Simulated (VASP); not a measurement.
The system is Re.

```xyz
3
Lattice="4.3647 0.0000 0.0000 -2.1823 3.7799 0.0000 0.0000 0.0000 2.6756" Properties=species:S:1:pos:R:3 pbc="T T T"
Re    0.0000    0.0000    0.0000
Re    0.0000    2.5200    1.3378
Re    2.1823    1.2600    1.3378
```

```yaml
Program: VASP 6.6.1
Task: relaxation of cell and atoms
Functional: BLYP
Potentials_or_basis: VASP PAW PBE potentials, release 64 (Re)
Cutoff: 600 eV
k_mesh: 8 × 8 × 12
Occupations: fermi-dirac, width 0.1 eV
Spin: no spin polarisation
```

At the start: pressure 27.8 GPa; volume 14.71 Å³/atom.

Problem. How do energy, volume and symmetry change on relaxing?

Solution. Over 9 steps the energy falls by 102.4 meV/atom and the volume is 15.88 Å³/atom (+7.9 %); space group P6/mmm (No. 191, to 0.05 Å).

The path:
| step | energy change (eV) | largest force (eV/Å) | pressure (GPa) | volume (Å³) |
| --- | --- | --- | --- | --- |
| 1 | 0.0000 | 0.0000 | 27.79 | 44.14 |
| 2 | 2.3373 | 0.0000 | -43.79 | 62.50 |
| 3 | -0.2911 | 0.0000 | -3.47 | 48.15 |
| 4 | -0.2953 | 0.0000 | -0.93 | 47.74 |
| 5 | -0.2953 | 0.0000 | -0.45 | 47.66 |
| 6 | -0.3014 | 0.0000 | 1.04 | 47.54 |
| 7 | -0.3071 | 0.0000 | 0.33 | 47.60 |
| 8 | -0.3069 | 0.0000 | -0.78 | 47.77 |
| 9 | -0.3072 | 0.0000 | 0.01 | 47.65 |

Final structure:
```xyz
3
Lattice="4.4374 0.0000 0.0000 -2.2187 3.8429 0.0000 0.0000 0.0000 2.7941" Properties=species:S:1:pos:R:3 pbc="T T T"
Re    0.0000    0.0000    0.0000
Re    0.0000    2.5619    1.3970
Re    2.2187    1.2810    1.3970
```

Caveat: the PAW data sets were made with another functional, which shifts forces and pressure a little.
